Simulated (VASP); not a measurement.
A run of VASP 6.6.1 is set up as follows.

The input INCAR:

```
SYSTEM = HfO2
  PREC = Accurate
  ENCUT = 520
  EDIFF = 1E-6
  ISMEAR = 0
  SIGMA = 0.01
  LREAL = .FALSE.
  LASPH = .TRUE.
  NELM = 100
  ALGO = Normal
  ISIF = 2
  LWAVE = .FALSE.
  LCHARG = .TRUE.
  GGA = PE
  LELF = .TRUE.
  LVHAR = .TRUE.
  NBANDS = 31
```

File KPOINTS:

```
regular mesh
0
G
  6 6 4
  0 0 0
```

POSCAR

```
HfO2
1.0
    3.4853869665      0.0000000000      0.0000000000
    0.0000000000      3.4853869665      0.0000000000
    0.0000000000      0.0000000000      5.0662822122
Hf O
2 4
Direct
    0.5000000000      0.5000000000      0.5000000000
    0.0000000000      0.0000000000      0.0000000000
    0.0000000000      0.5000000000      0.6972100000
    0.5000000000      0.0000000000      0.8027900000
    0.5000000000      0.0000000000      0.3027900000
    0.0000000000      0.5000000000      0.1972100000
```

Potentials or basis: VASP PAW PBE potentials, release 64 (Hf_pv, O).

Run with:

```console
$ cat potpaw_PBE.64/Hf_pv/POTCAR potpaw_PBE.64/O/POTCAR > POTCAR
$ mpirun -np 1 vasp_std > vasp.out
```

Q: What does it give for the band gap on the k mesh?

A: 4.96 eV (least direct gap 5.07 eV).

Q: What does it give for the pressure?

A: 25.6 GPa.

Q: Predict the largest force.

A: 0.490 eV/Å.

Forces in eV/Å, atoms in the order of the input:
```
Hf   0.000  0.000  0.000
Hf   0.000  0.000  0.000
O    0.000  0.000  0.490
O    0.000  0.000 -0.490
O    0.000  0.000 -0.490
O    0.000  0.000  0.490
```

Caveat: the cell stands under pressure; spin-orbit coupling is left out, which moves the levels of the heavy elements. A k mesh can miss the band edges.
